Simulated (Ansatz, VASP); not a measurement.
# One calculation of CdS, two programs

```xyz
2
Lattice="0.0000 2.9165 2.9165 2.9165 0.0000 2.9165 2.9165 2.9165 0.0000" Properties=species:S:1:pos:R:3 pbc="T T T"
Cd    0.0000    0.0000    0.0000
S     4.3748    4.3748    4.3748
```

Alike in both runs: functional LDA; k mesh 8 × 8 × 8; occupations fermi-dirac, width 0.05 eV; no spin polarisation.

|  | VASP | Ansatz |
| --- | --- | --- |
| version | VASP 6.6.1 | Ansatz 0.2.0 |
| potentials or method | VASP PAW LDA potentials, release 64 (Cd, S) | Ansatz PAW |
| plane-wave cutoff (eV) | 520 | 420 |
| valence electrons in the cell | 18 | 26 |
| task | single point | band structure |

|  | VASP | Ansatz | Ansatz less VASP |
| --- | --- | --- | --- |
| gap on the k mesh at the Fermi level (eV) | 0.89 | 0.86 | -0.028 |
| least direct gap on the mesh (eV) | 0.89 | 0.86 | -0.028 |
| pressure (GPa) | -2.0 | -2.5 | -0.47 |

LDA's correlation is that of Perdew and Zunger in VASP and of Perdew and Wang (1992) in Ansatz. VASP's potentials hold 18 valence electrons a cell and Ansatz's 26, so a difference there can come from the potentials and not from the codes.
